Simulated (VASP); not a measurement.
# BaO (Fm-3m) in VASP: single point with PBEsol

Aim: the single point of BaO with PBEsol.

Everything below comes from runs of VASP 6.6.1. Logs are shortened: lines on timing, memory, paths and dates and some standing lists are left out, and cuts for length are marked.

## Step 1: The cell of the first run

Symmetry: Fm-3m, No. 225, cubic system. Conventional cell: a = 5.581 Å, b = 5.581 Å, c = 5.581 Å, α = 90.00°, β = 90.00°, γ = 90.00°. Within 3.7 Å of Ba (site symmetry m-3m) lie 6 O at 2.79 Å. Within 3.7 Å of O (site symmetry m-3m) lie 6 Ba at 2.79 Å.

## Step 2: Single point, PBEsol

INCAR

```
ALGO = Normal ; EDIFF = 1E-6
ENCUT = 1340 ; GGA = PS
GGA_COMPAT = F ; ISIF = 2
ISMEAR = 0 ; LASPH = T
LCHARG = F ; LREAL = F
LWAVE = F ; NBANDS = 15
NELM = 120 ; PREC = Accurate
SIGMA = 0.1
```

KPOINTS

```
k-points
0
Gamma
  6 6 6
```

POSCAR

```
BaO
1.0
    0.0000000000      2.7903917100      2.7903917100
    2.7903917100      0.0000000000      2.7903917100
    2.7903917100      2.7903917100      0.0000000000
Ba O
1 1
Direct
    0.0000000000      0.0000000000      0.0000000000
    0.5000000000      0.5000000000      0.5000000000
```

Potentials or basis: VASP PAW PBE potentials, release 64 (Ba_sv, O_h).

Command:

```console
> cat potpaw_PBE.64/Ba_sv/POTCAR potpaw_PBE.64/O_h/POTCAR > POTCAR
> mpirun -np 1 vasp_std > vasp.out
```

OUTCAR:

```text
EDIFF = 1E-6
   ENCUT = 1340
   GGA = PS
   ISIF = 2
   ISMEAR = 0
   LASPH = T
   LREAL = F
   NELM = 120
   PREC = Accurate

 ion  position               nearest neighbor table
   1  0.000  0.000  0.000-   2 2.79   2 2.79   2 2.79   2 2.79   2 2.79   2 2.79
   2  0.500  0.500  0.500-   1 2.79   1 2.79   1 2.79   1 2.79   1 2.79   1 2.79

  LATTYP: Found a face centered cubic cell.
 ALAT       =     5.5807834200

  Lattice vectors:

 A1 = (   0.0000000000,   2.7903917100,   2.7903917100)
 A2 = (   2.7903917100,   0.0000000000,   2.7903917100)
 A3 = (   2.7903917100,   2.7903917100,   0.0000000000)

Analysis of symmetry for initial positions (statically):
=====================================================================
 Subroutine PRICEL returns:
 Original cell was already a primitive cell.

 Routine SETGRP: Setting up the symmetry group for a
 face centered cubic supercell.

 Subroutine GETGRP returns: Found 48 space group operations
 (whereof 48 operations were pure point group operations)
 out of a pool of 48 trial point group operations.

The static configuration has the point symmetry O_h .

Analysis of symmetry for dynamics (positions and initial velocities):
=====================================================================
 Subroutine PRICEL returns:
 Original cell was already a primitive cell.

 Routine SETGRP: Setting up the symmetry group for a
 face centered cubic supercell.

 Subroutine GETGRP returns: Found 48 space group operations
 (whereof 48 operations were pure point group operations)
 out of a pool of 48 trial point group operations.

The dynamic configuration has the point symmetry O_h .

 Subroutine INISYM returns: Found 48 space group operations
 (whereof 48 operations are pure point group operations),
 and found     1 'primitive' translations

----------------------------------------------------------------------------------------

                                     Primitive cell

  volume of cell :      43.4536

  direct lattice vectors                    reciprocal lattice vectors
     0.000000000  2.790391710  2.790391710    -0.179186312  0.179186312  0.179186312
     2.790391710  0.000000000  2.790391710     0.179186312 -0.179186312  0.179186312
     2.790391710  2.790391710  0.000000000     0.179186312  0.179186312 -0.179186312

  length of vectors
     3.946209801  3.946209801  3.946209801     0.310359797  0.310359797  0.310359797

  position of ions in fractional coordinates (direct lattice)
     0.000000000  0.000000000  0.000000000
     0.500000000  0.500000000  0.500000000

  ion indices of the primitive-cell ions
   primitive index   ion index
                 1           1
                 2           2

----------------------------------------------------------------------------------------

 KPOINTS: k-points

Automatic generation of k-mesh.
 Grid dimensions read from file:
 generate k-points for:    6    6    6

 Generating k-lattice:

  Cartesian coordinates                     Fractional coordinates (reciprocal lattice)
    -0.029864385  0.029864385  0.029864385     0.166666667  0.000000000  0.000000000
     0.029864385 -0.029864385  0.029864385     0.000000000  0.166666667  0.000000000
     0.029864385  0.029864385 -0.029864385     0.000000000  0.000000000  0.166666667

  Length of vectors
     0.051726633  0.051726633  0.051726633

  Shift w.r.t. Gamma in fractional coordinates (k-lattice)
     0.000000000  0.000000000  0.000000000

 Subroutine IBZKPT returns following result:
 ===========================================

 Found     16 irreducible k-points:

 Following reciprocal coordinates:
            Coordinates               Weight
  0.000000  0.000000  0.000000      1.000000
  0.166667  0.000000  0.000000      8.000000
  0.333333  0.000000  0.000000      8.000000
  0.500000  0.000000  0.000000      4.000000
  0.166667  0.166667  0.000000      6.000000
  0.333333  0.166667  0.000000     24.000000
[... 8 lines left out ...]
 -0.333333  0.333333  0.166667     24.000000
 -0.333333  0.500000  0.166667     12.000000
   k-points           NKPTS =     16   k-points in BZ     NKDIM =     16   number of bands    NBANDS=     15
   number of dos      NEDOS =    301   number of ions     NIONS =      2
   total plane-waves  NPLWV = 110592
   dimension x,y,z NGX =    48 NGY =   48 NGZ =   48
   dimension x,y,z NGXF=    96 NGYF=   96 NGZF=   96
   ions per type =               1   1
   NGX,Y,Z   is equivalent  to a cutoff of  20.22, 20.22, 20.22 a.u.
   NGXF,Y,Z  is equivalent  to a cutoff of  40.44, 40.44, 40.44 a.u.
 SYSTEM =  unknown system
   PREC   = accura    normal or accurate (medium, high low for compatibility)
   ISTART =      0    job   : 0-new  1-cont  2-samecut
   ICHARG =      2    charge: 1-file 2-atom 10-const
   ISPIN  =      1    spin polarized calculation?
   LNONCOLLINEAR =      F non collinear calculations
   LSORBIT =      F    spin-orbit coupling
   LASPH  =      T    aspherical Exc in radial PAW
   ENCUT  = 1340.0 eV  98.49 Ry    9.92 a.u.  11.78 11.78 11.78*2*pi/ulx,y,z
   NELM   =    120;   NELMIN=  2; NELMDL= -5     # of ELM steps
   EDIFF  = 0.1E-05   stopping-criterion for ELM
   LREAL  =      F    real-space projection
[... 7 lines left out ...]
   TEBEG  =    0.0;   TEEND  =   0.0 temperature during run
   PSTRESS=    0.0 pullay stress
   NELECT =      16.0000    total number of electrons
   NUPDOWN=      -1.0000    fix difference up-down
   EMIN   =  10.00;   EMAX   =-10.00  energy-range for DOS
   EFERMI =   0.00;   METHOD = LEGACY
   ISMEAR =     0;   SIGMA  =   0.10  broadening in eV -4-tet -1-fermi 0-gaus
   EFERMI_NEDOS =   21; number of points for ismear=-14 and -15
   IALGO  =     38    algorithm
   IMIX   =      4    mixing-type and parameters
     AMIX     =   0.40;   BMIX     =  1.00
     AMIX_MAG =   1.60;   BMIX_MAG =  1.00
  volume/ion in A,a.u.               =      21.73       146.62
  Fermi-wavevector in a.u.,A,eV,Ry     =   1.173383  2.217372 18.732866  1.376827
  Thomas-Fermi vector in A             =   2.309797
   LORBIT       =      0    0 simple, 1 ext, 2 COOP (PROOUT), +10 PAW based schemes
   GGA     = PS    functional components
   LHFCALC =     F    Hartree Fock is set to
   AEXX    =    0.0000 exact exchange contribution
   IVDW    =     0    specifies the selected vdW correction
   LEPSILON=     F    determine dielectric tensor
   LRPA    =     F    only Hartree local field effects (RPA)
 non-spin polarized calculation
 Gauss-broadening in eV      SIGMA  =   0.10
  energy-cutoff  :     1340.00
  volume of cell :       43.45
 maximum number of plane-waves:      4909
   NGX = 23   NGY = 23   NGZ = 23

 number of electron      15.9999999 magnetization

 Free energy of the ion-electron system (eV)
  ---------------------------------------------------
  ext. energy  EPLUGINS =         0.00000000
  ---------------------------------------------------
  free energy    TOTEN  =       -12.39922509 eV

  energy without entropy =      -12.39922509  energy(sigma->0) =      -12.39922509

 E-fermi :   2.1361     XC(G=0):  -9.7521

 val. band max:        1.7232561428   @ k =   0.5000   0.5000   0.0000
 cond. band min:       3.6732659476   @ k =   0.5000   0.5000   0.0000
 fundamental gap:      1.9500098048
 Fermi energy:         2.1360777168

 k-point     1 :       0.0000    0.0000    0.0000
  band No.  band energies     occupation
      1     -24.1121      2.00000
      2     -13.1336      2.00000
      3      -8.6449      2.00000
      4      -8.6449      2.00000
      5      -8.6449      2.00000
      6       1.4300      2.00000
      7       1.4300      2.00000
      8       1.4300      2.00000
      9       5.0038      0.00000
     10       6.3763      0.00000
     11       6.3763      0.00000
     12       6.3763      0.00000
     13       8.6070      0.00000
     14       8.6070      0.00000
     15      11.4720      0.00000

 k-point     2 :       0.1667    0.0000    0.0000
  band No.  band energies     occupation
      1     -24.0547      2.00000
      2     -13.3049      2.00000
      3      -8.7049      2.00000
      4      -8.6753      2.00000
      5      -8.6753      2.00000
      6       0.8768      2.00000
      7       1.1064      2.00000
      8       1.1064      2.00000
      9       5.9872      0.00000
     10       6.2970      0.00000
     11       6.8745      0.00000
     12       6.8745      0.00000
     13       9.2694      0.00000
     14       9.2694      0.00000
     15      13.0631      0.00000

 k-point     3 :       0.3333    0.0000    0.0000
  band No.  band energies     occupation
      1     -23.9359      2.00000
      2     -13.6488      2.00000
      3      -8.8121      2.00000
      4      -8.7340      2.00000
      5      -8.7340      2.00000
      6       0.0851      2.00000
      7       0.5607      2.00000
      8       0.5607      2.00000
      9       6.2765      0.00000
     10       8.0714      0.00000
     11       8.0714      0.00000
     12       8.3503      0.00000
     13      10.7604      0.00000
     14      10.7604      0.00000
     15      15.2810      0.00000

 k-point     4 :       0.5000    0.0000    0.0000
  band No.  band energies     occupation
      1     -23.8744      2.00000
      2     -13.8212      2.00000
      3      -8.8601      2.00000
      4      -8.7624      2.00000
      5      -8.7624      2.00000
      6      -0.2404      2.00000
      7       0.3234      2.00000
      8       0.3234      2.00000
      9       6.5662      0.00000
     10       8.8099      0.00000
     11       8.8099      0.00000
     12       9.6143      0.00000
     13      12.0981      0.00000
     14      12.0981      0.00000
     15      14.9290      0.00000
[... 163 lines left out ...]
 k-point    14 :       0.5000    0.3333    0.1667
  band No.  band energies     occupation
      1     -23.8626      2.00000
      2     -13.5531      2.00000
      3      -9.2873      2.00000
      4      -9.2567      2.00000
      5      -8.7866      2.00000
      6       0.5254      2.00000
      7       0.7534      2.00000
      8       1.4084      2.00000
      9       5.3197      0.00000
     10       7.6519      0.00000
     11       8.7553      0.00000
     12       9.5136      0.00000
     13      10.8567      0.00000
     14      12.5458      0.00000
     15      14.2913      0.00000

 k-point    15 :      -0.3333    0.3333    0.1667
  band No.  band energies     occupation
      1     -23.8234      2.00000
      2     -13.5705      2.00000
      3      -9.4586      2.00000
      4      -9.4517      2.00000
      5      -8.7360      2.00000
      6       0.3568      2.00000
      7       1.1815      2.00000
      8       1.2113      2.00000
      9       6.3910      0.00000
     10       6.6329      0.00000
     11       8.9391      0.00000
     12      10.1844      0.00000
     13      11.5019      0.00000
     14      13.2611      0.00000
     15      13.9529      0.00000

 k-point    16 :      -0.3333    0.5000    0.1667
  band No.  band energies     occupation
      1     -23.8073      2.00000
      2     -13.4292      2.00000
      3      -9.8698      2.00000
      4      -9.4400      2.00000
      5      -8.8392      2.00000
      6       0.7199      2.00000
      7       1.5040      2.00000
      8       1.6110      2.00000
      9       4.9503      0.00000
     10       7.8049      0.00000
     11       8.2663      0.00000
     12      11.1281      0.00000
     13      11.4007      0.00000
     14      13.4629      0.00000
     15      13.7906      0.00000

------------------------ aborting loop because EDIFF is reached ----------------------------------------

  FORCE on cell =-STRESS in cart. coord.  units (eV):
  Direction    XX          YY          ZZ          XY          YZ          ZX
  --------------------------------------------------------------------------------------
  -------------------------------------------------------------------------------------
  Total       -0.5142874     -0.5142874     -0.5142874      0.0000000     -0.0000000      0.0000000
  in kB      -18.9622985    -18.9622985    -18.9622985      0.0000000     -0.0000000      0.0000000
  external PRESSURE =     -18.9622985 kB  Pullay stress =       0.0000000 kB

 VOLUME and BASIS-vectors are now :
 -----------------------------------------------------------------------------
  energy-cutoff  :     1340.00
  volume of cell :       43.45
      direct lattice vectors                 reciprocal lattice vectors
     0.000000000  2.790391710  2.790391710    -0.179186312  0.179186312  0.179186312
     2.790391710  0.000000000  2.790391710     0.179186312 -0.179186312  0.179186312
     2.790391710  2.790391710  0.000000000     0.179186312  0.179186312 -0.179186312

 POSITION                                       TOTAL-FORCE (eV/Angst)
 -----------------------------------------------------------------------------------
      0.00000      0.00000      0.00000         0.000000      0.000000      0.000000
      2.79039      2.79039      2.79039        -0.000000     -0.000000     -0.000000
 -----------------------------------------------------------------------------------
    total drift:                               -0.000000     -0.000000     -0.000000

  FREE ENERGIE OF THE ION-ELECTRON SYSTEM (eV)
  ---------------------------------------------------
  free  energy   TOTEN  =       -12.3992250874 eV

  energy  without entropy=      -12.3992250873  energy(sigma->0) =      -12.39922509
```

Wall time 53 s (1 thread of AMD EPYC 7R43 (Zen 3), shared host); peak memory 0.29 GiB.

Results:

| Property | Result |
| --- | --- |
| Free energy | -12.3992 eV |
| Pressure | -1.9 GPa |
| Band gap on the k mesh | 1.95 eV |

Levels at points of the mesh, in eV from the valence-band top:
| k point | band 6 | band 7 | band 8 | band 9 | band 10 | band 11 |
| --- | --- | --- | --- | --- | --- | --- |
| (0.00, 0.00, 0.00) | -0.29 | -0.29 | -0.29 | 3.28 | 4.65 | 4.65 |
| (0.50, 0.00, 0.00) | -1.96 | -1.40 | -1.40 | 4.84 | 7.09 | 7.09 |
| (0.50, 0.50, 0.00) | -0.13 | -0.13 | 0.00 | 1.95 | 5.84 | 8.81 |

Caveat: the PAW data sets were made with another functional, which shifts forces and pressure a little; spin-orbit coupling is left out, which moves the levels of the heavy elements.
